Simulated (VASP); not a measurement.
Input of a VASP 6.6.1 run:

INCAR

```
SYSTEM = Y5N
ALGO = Normal
EDIFF = 1E-6
ENCUT = 520
GGA = PE
ISIF = 2
ISMEAR = 0
LASPH = .True.
LCHARG = .False.
LREAL = .False.
LWAVE = .False.
NBANDS = 39
NELM = 80
PREC = Accurate
SIGMA = 0.1
```

KPOINTS

```
k-points
0
Gamma
  6 6 4
  0 0 0
```

Contents of POSCAR:

```
Y5N
1.0
    4.8450684700      0.0000000000      0.0000000000
   -2.4225342400      4.1959523800      0.0000000000
    0.0000000000      0.0000000000      6.5769419400
Y N
5 1
Direct
    0.6666666700      0.3333333300      0.7959949400
    0.0000000000      0.0000000000      0.0000000000
    0.6666666700      0.3333333300      0.2040050600
    0.3333333300      0.6666666700      0.2040050600
    0.3333333300      0.6666666700      0.7959949400
    0.0000000000      0.0000000000      0.5000000000
```

Potentials or basis: VASP PAW PBE potentials, release 64 (Y_sv, N).

Command:

```sh
$ cat potpaw_PBE.64/Y_sv/POTCAR potpaw_PBE.64/N/POTCAR > POTCAR
$ mpirun -np 1 vasp_std > vasp.out
```

(1) What does it give for the band gap on the k mesh?

(2) Predict the largest force.

(3) Estimate the pressure.

## Answers

(1) zero (bands 30 and 31 overlap by 0.70 eV).

(2) 3.778 eV/Å.

(3) 18.1 GPa.

Caveat: the stress differs along the axes, from 8 to 23 GPa; forces of over 1 eV/Å act on the atoms, so gaps and moduli don't describe the material at rest.
